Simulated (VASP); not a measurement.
# TaN (P-6m2) in VASP: further runs

Runs on TaN. Level: LDA. Tasks: single point.

Everything below comes from runs of VASP 6.6.1. Logs are shortened: lines on timing, memory, paths and dates and some standing lists are left out, and cuts for length are marked.

**1. The cell of the first run**

It takes space group P-6m2 (No. 187, hexagonal). Conventional cell: a = 2.938 Å, b = 2.938 Å, c = 2.883 Å, α = 90.00°, β = 90.00°, γ = 120.00°. Within 3.0 Å of Ta (site symmetry -6m2) lie 6 N at 2.23 Å and 8 Ta at 2.88 to 2.94 Å. N (site symmetry -6m2) has 6 Ta at 2.23 Å and 8 N at 2.88 to 2.94 Å within 3.0 Å.

**2. Single point, LDA**

INCAR reads:

```
PREC = Accurate ; ENCUT = 1330
EDIFF = 1E-6 ; ISMEAR = 0
SIGMA = 0.15 ; LREAL = F
LASPH = T ; NELM = 120
ALGO = Normal ; ISIF = 2
LWAVE = F ; LCHARG = F
GGA = CA ; NBANDS = 16
GGA_COMPAT = F
```

KPOINTS reads:

```
Automatic mesh
0
Gamma
  5 5 5
```

POSCAR reads:

```
TaN
1.0
    2.9380000000      0.0000000000      0.0000000000
   -1.4690000000      2.5443826400      0.0000000000
    0.0000000000      0.0000000000      2.8830000000
Ta N
1 1
Direct
    0.3333333333      0.6666666667      0.5000000000
    0.0000000000      0.0000000000      0.0000000000
```

Potentials or basis: VASP PAW LDA potentials, release 64 (Ta_sv_GW, N_h).

On the command line:

```bash
$ cat potpaw_LDA.64/Ta_sv_GW/POTCAR potpaw_LDA.64/N_h/POTCAR > POTCAR
$ mpirun -np 1 vasp_std > vasp.out
```

OUTCAR:

```text
PREC = Accurate
   ENCUT = 1330
   EDIFF = 1E-6
   ISMEAR = 0
   LREAL = F
   LASPH = T
   NELM = 120
   ISIF = 2
   GGA = CA

 ion  position               nearest neighbor table
   1  0.333  0.667  0.500-   2 2.23   2 2.23   2 2.23   2 2.23   2 2.23   2 2.23
   2  0.000  0.000  0.000-   1 2.23   1 2.23   1 2.23   1 2.23   1 2.23   1 2.23

  LATTYP: Found a hexagonal cell.
 ALAT       =     2.9380000000
 C/A-ratio  =     0.9812797822

  Lattice vectors:

 A1 = (   2.9380000000,   0.0000000000,   0.0000000000)
 A2 = (  -1.4690000000,   2.5443826400,   0.0000000000)
 A3 = (   0.0000000000,   0.0000000000,   2.8830000000)

Analysis of symmetry for initial positions (statically):
=====================================================================
 Subroutine PRICEL returns:
 Original cell was already a primitive cell.

 Routine SETGRP: Setting up the symmetry group for a
 hexagonal supercell.

 Subroutine GETGRP returns: Found 12 space group operations
 (whereof 12 operations were pure point group operations)
 out of a pool of 24 trial point group operations.

The static configuration has the point symmetry D_3h.

Analysis of symmetry for dynamics (positions and initial velocities):
=====================================================================
 Subroutine PRICEL returns:
 Original cell was already a primitive cell.

 Routine SETGRP: Setting up the symmetry group for a
 hexagonal supercell.

 Subroutine GETGRP returns: Found 12 space group operations
 (whereof 12 operations were pure point group operations)
 out of a pool of 24 trial point group operations.

The dynamic configuration has the point symmetry D_3h.

 Subroutine INISYM returns: Found 12 space group operations
 (whereof 12 operations are pure point group operations),
 and found     1 'primitive' translations

----------------------------------------------------------------------------------------

                                     Primitive cell

  volume of cell :      21.5516

  direct lattice vectors                    reciprocal lattice vectors
     2.938000000  0.000000000  0.000000000     0.340367597  0.196511323  0.000000000
    -1.469000000  2.544382640  0.000000000     0.000000000  0.393022647  0.000000000
     0.000000000  0.000000000  2.883000000     0.000000000  0.000000000  0.346860909

  length of vectors
     2.938000000  2.938000003  2.883000000     0.393022647  0.393022647  0.346860909

  position of ions in fractional coordinates (direct lattice)
     0.333333333  0.666666667  0.500000000
     0.000000000  0.000000000  0.000000000

  ion indices of the primitive-cell ions
   primitive index   ion index
                 1           1
                 2           2

----------------------------------------------------------------------------------------

 KPOINTS: Automatic mesh

Automatic generation of k-mesh.
 Grid dimensions read from file:
 generate k-points for:    5    5    5

 Generating k-lattice:

  Cartesian coordinates                     Fractional coordinates (reciprocal lattice)
     0.068073519  0.039302265  0.000000000     0.200000000  0.000000000  0.000000000
     0.000000000  0.078604529  0.000000000     0.000000000  0.200000000  0.000000000
     0.000000000  0.000000000  0.069372182     0.000000000  0.000000000  0.200000000

  Length of vectors
     0.078604529  0.078604529  0.069372182

  Shift w.r.t. Gamma in fractional coordinates (k-lattice)
     0.000000000  0.000000000  0.000000000

 Subroutine IBZKPT returns following result:
 ===========================================

 Found     15 irreducible k-points:

 Following reciprocal coordinates:
            Coordinates               Weight
  0.000000  0.000000  0.000000      1.000000
  0.200000 -0.000000  0.000000      6.000000
  0.400000  0.000000  0.000000      6.000000
  0.200000  0.200000  0.000000      6.000000
  0.400000  0.200000  0.000000      6.000000
  0.000000  0.000000  0.200000      2.000000
  0.200000 -0.000000  0.200000     12.000000
  0.400000  0.000000  0.200000     12.000000
  0.200000  0.200000  0.200000     12.000000
  0.400000  0.200000  0.200000     12.000000
  0.000000  0.000000  0.400000      2.000000
  0.200000 -0.000000  0.400000     12.000000
  0.400000  0.000000  0.400000     12.000000
  0.200000  0.200000  0.400000     12.000000
  0.400000  0.200000  0.400000     12.000000
   k-points           NKPTS =     15   k-points in BZ     NKDIM =     15   number of bands    NBANDS=     16
   number of dos      NEDOS =    301   number of ions     NIONS =      2
   total plane-waves  NPLWV =  46656
   dimension x,y,z NGX =    36 NGY =   36 NGZ =   36
   dimension x,y,z NGXF=    72 NGYF=   72 NGZF=   72
   ions per type =               1   1
   NGX,Y,Z   is equivalent  to a cutoff of  20.37, 20.37, 20.76 a.u.
   NGXF,Y,Z  is equivalent  to a cutoff of  40.74, 40.74, 41.52 a.u.
 SYSTEM =  unknown system
   PREC   = accura    normal or accurate (medium, high low for compatibility)
   ISTART =      0    job   : 0-new  1-cont  2-samecut
   ICHARG =      2    charge: 1-file 2-atom 10-const
   ISPIN  =      1    spin polarized calculation?
   LNONCOLLINEAR =      F non collinear calculations
   LSORBIT =      F    spin-orbit coupling
   LASPH  =      T    aspherical Exc in radial PAW
   ENCUT  = 1330.0 eV  97.75 Ry    9.89 a.u.   8.74  8.74  8.57*2*pi/ulx,y,z
   NELM   =    120;   NELMIN=  2; NELMDL= -5     # of ELM steps
   EDIFF  = 0.1E-05   stopping-criterion for ELM
   LREAL  =      F    real-space projection
   EDIFFG = 0.1E-04   stopping-criterion for IOM
   NSW    =      0    number of steps for IOM
   IBRION =     -1    ionic relax: 0-MD 1-quasi-New 2-CG
   NFREE  =      0    steps in history (QN), initial steepest desc. (CG)
   ISIF   =      2    stress and relaxation
   ISYM   =      2    0-nonsym 1-usesym 2-fastsym
   POTIM  = 0.5000    time-step for ionic-motion
   TEBEG  =    0.0;   TEEND  =   0.0 temperature during run
   PSTRESS=    0.0 pullay stress
   NELECT =      18.0000    total number of electrons
   NUPDOWN=      -1.0000    fix difference up-down
   EMIN   =  10.00;   EMAX   =-10.00  energy-range for DOS
   EFERMI =   0.00;   METHOD = LEGACY
   ISMEAR =     0;   SIGMA  =   0.15  broadening in eV -4-tet -1-fermi 0-gaus
   EFERMI_NEDOS =   21; number of points for ismear=-14 and -15
   IALGO  =     38    algorithm
   IMIX   =      4    mixing-type and parameters
     AMIX     =   0.40;   BMIX     =  1.00
     AMIX_MAG =   1.60;   BMIX_MAG =  1.00
  volume/ion in A,a.u.               =      10.78        72.72
  Fermi-wavevector in a.u.,A,eV,Ry     =   1.541722  2.913432 32.339776  2.376906
  Thomas-Fermi vector in A             =   2.647628
   LORBIT       =      0    0 simple, 1 ext, 2 COOP (PROOUT), +10 PAW based schemes
   GGA     = CA    functional components
   LHFCALC =     F    Hartree Fock is set to
   AEXX    =    0.0000 exact exchange contribution
   IVDW    =     0    specifies the selected vdW correction
   LEPSILON=     F    determine dielectric tensor
   LRPA    =     F    only Hartree local field effects (RPA)
 non-spin polarized calculation
 Gauss-broadening in eV      SIGMA  =   0.15
  energy-cutoff  :     1330.00
  volume of cell :       21.55
 maximum number of plane-waves:      2411
 NGX is ok and might be reduce to    36
   NGX = 17   NGY = 17   NGZ = 17

 number of electron      18.0000000 magnetization

 Free energy of the ion-electron system (eV)
  ---------------------------------------------------
  ext. energy  EPLUGINS =         0.00000000
  ---------------------------------------------------
  free energy    TOTEN  =       -27.22230903 eV

  energy without entropy =      -27.21960070  energy(sigma->0) =      -27.22095486

 E-fermi :  12.4230     XC(G=0): -13.9918

 val. band max:       12.4230374169   @ k =   0.0000   0.0000   0.4000
 cond. band min:      13.6431534686   @ k =   0.2000  -0.0000   0.4000
 fundamental gap:      1.2201160517
 Fermi energy:        12.4230391896

 k-point     1 :       0.0000    0.0000    0.0000
  band No.  band energies     occupation
      1     -55.6482      2.00000
      2     -22.1571      2.00000
      3     -21.9065      2.00000
      4     -21.9065      2.00000
      5      -5.0547      2.00000
      6       7.9139      2.00000
[... 8 lines left out ...]
     15      25.4159      0.00000
     16      28.6106      0.00000

 k-point     2 :       0.2000   -0.0000    0.0000
  band No.  band energies     occupation
      1     -55.6212      2.00000
      2     -22.2897      2.00000
      3     -22.1068      2.00000
      4     -21.9899      2.00000
      5      -4.2966      2.00000
      6       6.2253      2.00000
[... 8 lines left out ...]
     15      25.4203      0.00000
     16      29.6223      0.00000

 k-point     3 :       0.4000    0.0000    0.0000
  band No.  band energies     occupation
      1     -55.5773      2.00000
      2     -22.8643      2.00000
      3     -22.1217      2.00000
      4     -22.0244      2.00000
      5      -2.9729      2.00000
      6       4.4811      2.00000
[... 8 lines left out ...]
     15      25.1196      0.00000
     16      28.0094      0.00000

 k-point     4 :       0.2000    0.2000    0.0000
  band No.  band energies     occupation
      1     -55.5857      2.00000
      2     -22.6651      2.00000
      3     -22.1997      2.00000
      4     -22.0403      2.00000
      5      -3.2240      2.00000
      6       5.0449      2.00000
[... 8 lines left out ...]
     15      26.1052      0.00000
     16      28.3411      0.00000

 k-point     5 :       0.4000    0.2000    0.0000
  band No.  band energies     occupation
      1     -55.5636      2.00000
      2     -22.8379      2.00000
      3     -22.3793      2.00000
      4     -21.9988      2.00000
      5      -2.4830      2.00000
      6       4.6358      2.00000
[... 8 lines left out ...]
     15      24.4746      0.00000
     16      28.3264      0.00000

 k-point     6 :       0.0000    0.0000    0.2000
  band No.  band energies     occupation
      1     -55.6303      2.00000
      2     -22.4987      2.00000
      3     -21.8781      2.00000
      4     -21.8781      2.00000
      5      -4.2703      2.00000
      6       6.2535      2.00000
[... 8 lines left out ...]
     15      26.6053      0.00000
     16      28.6670      0.00000

 k-point     7 :       0.2000   -0.0000    0.2000
  band No.  band energies     occupation
      1     -55.6036      2.00000
      2     -22.4379      2.00000
      3     -22.2434      2.00000
      4     -21.9593      2.00000
      5      -3.7375      2.00000
      6       6.1701      2.00000
[... 8 lines left out ...]
     15      25.0420      0.00000
     16      29.8203      0.00000

 k-point     8 :       0.4000    0.0000    0.2000
  band No.  band energies     occupation
      1     -55.5601      2.00000
      2     -22.8086      2.00000
      3     -22.3228      2.00000
      4     -22.0878      2.00000
      5      -2.9107      2.00000
      6       4.5595      2.00000
[... 8 lines left out ...]
     15      24.8123      0.00000
     16      27.7143      0.00000

 k-point     9 :       0.2000    0.2000    0.2000
  band No.  band energies     occupation
      1     -55.5685      2.00000
      2     -22.6167      2.00000
      3     -22.3416      2.00000
      4     -22.1633      2.00000
      5      -3.0552      2.00000
      6       5.6464      2.00000
[... 8 lines left out ...]
     15      24.9375      0.00000
     16      28.3184      0.00000

 k-point    10 :       0.4000    0.2000    0.2000
  band No.  band energies     occupation
      1     -55.5467      2.00000
      2     -22.7820      2.00000
      3     -22.3390      2.00000
      4     -22.2889      2.00000
      5      -2.6317      2.00000
      6       5.0123      2.00000
[... 8 lines left out ...]
     15      24.2228      0.00000
     16      27.5705      0.00000

 k-point    11 :       0.0000    0.0000    0.4000
  band No.  band energies     occupation
      1     -55.6012      2.00000
      2     -23.0128      2.00000
      3     -21.8317      2.00000
      4     -21.8317      2.00000
      5      -2.7041      2.00000
      6       3.6545      2.00000
[... 8 lines left out ...]
     15      23.5480      0.00000
     16      29.7550      0.00000

 k-point    12 :       0.2000   -0.0000    0.4000
  band No.  band energies     occupation
      1     -55.5750      2.00000
      2     -22.9260      2.00000
      3     -22.1818      2.00000
      4     -21.9094      2.00000
      5      -2.7752      2.00000
      6       4.4818      2.00000
[... 8 lines left out ...]
     15      24.8701      0.00000
     16      28.4129      0.00000

 k-point    13 :       0.4000    0.0000    0.4000
  band No.  band energies     occupation
      1     -55.5323      2.00000
      2     -22.7826      2.00000
      3     -22.7126      2.00000
      4     -22.0323      2.00000
      5      -2.9579      2.00000
      6       4.9403      2.00000
[... 8 lines left out ...]
     15      25.1879      0.00000
     16      27.1275      0.00000

 k-point    14 :       0.2000    0.2000    0.4000
  band No.  band energies     occupation
      1     -55.5405      2.00000
      2     -22.8099      2.00000
      3     -22.5280      2.00000
      4     -22.1038      2.00000
      5      -2.8875      2.00000
      6       5.3820      2.00000
[... 8 lines left out ...]
     15      25.5430      0.00000
     16      26.3728      0.00000

 k-point    15 :       0.4000    0.2000    0.4000
  band No.  band energies     occupation
      1     -55.5191      2.00000
      2     -22.7356      2.00000
      3     -22.6897      2.00000
      4     -22.2703      2.00000
      5      -2.9418      2.00000
      6       4.7554      2.00000
[... 8 lines left out ...]
     15      24.1700      0.00000
     16      25.8606      0.00000

------------------------ aborting loop because EDIFF is reached ----------------------------------------

  FORCE on cell =-STRESS in cart. coord.  units (eV):
  Direction    XX          YY          ZZ          XY          YZ          ZX
  --------------------------------------------------------------------------------------
  -------------------------------------------------------------------------------------
  Total       -1.3275084     -1.3275084     -1.5154625      0.0000000      0.0000000     -0.0000000
  in kB      -98.6890593    -98.6890596   -112.6618594      0.0000000      0.0000000     -0.0000000
  external PRESSURE =    -103.3466595 kB  Pullay stress =       0.0000000 kB

 VOLUME and BASIS-vectors are now :
 -----------------------------------------------------------------------------
  energy-cutoff  :     1330.00
  volume of cell :       21.55
      direct lattice vectors                 reciprocal lattice vectors
     2.938000000  0.000000000  0.000000000     0.340367597  0.196511323  0.000000000
    -1.469000000  2.544382640  0.000000000     0.000000000  0.393022647  0.000000000
     0.000000000  0.000000000  2.883000000     0.000000000  0.000000000  0.346860909

 POSITION                                       TOTAL-FORCE (eV/Angst)
 -----------------------------------------------------------------------------------
     -0.00000      1.69626      1.44150        -0.000000      0.000000      0.000000
      0.00000      0.00000      0.00000         0.000000      0.000000      0.000000
 -----------------------------------------------------------------------------------
    total drift:                                0.000000     -0.000000     -0.000000

  FREE ENERGIE OF THE ION-ELECTRON SYSTEM (eV)
  ---------------------------------------------------
  free  energy   TOTEN  =       -27.2223090271 eV

  energy  without entropy=      -27.2196006985  energy(sigma->0) =      -27.22095486
```

Wall time 17 s (1 thread of Intel Xeon Platinum 8488C (Sapphire Rapids), shared host); peak memory 0.21 GiB.

Results:

```
Free energy            : -27.2223 eV
Pressure               : -10.3 GPa
Band gap on the k mesh : zero (filled and empty bands touch)
```

Caveat: the k points lie up to 0.49 Å⁻¹ apart; spin-orbit coupling is left out, which moves the levels of the heavy elements.

(Part 1 of 2 ends here.)

The gap in the log of VASP goes by the Fermi energy; the results here count the filled bands.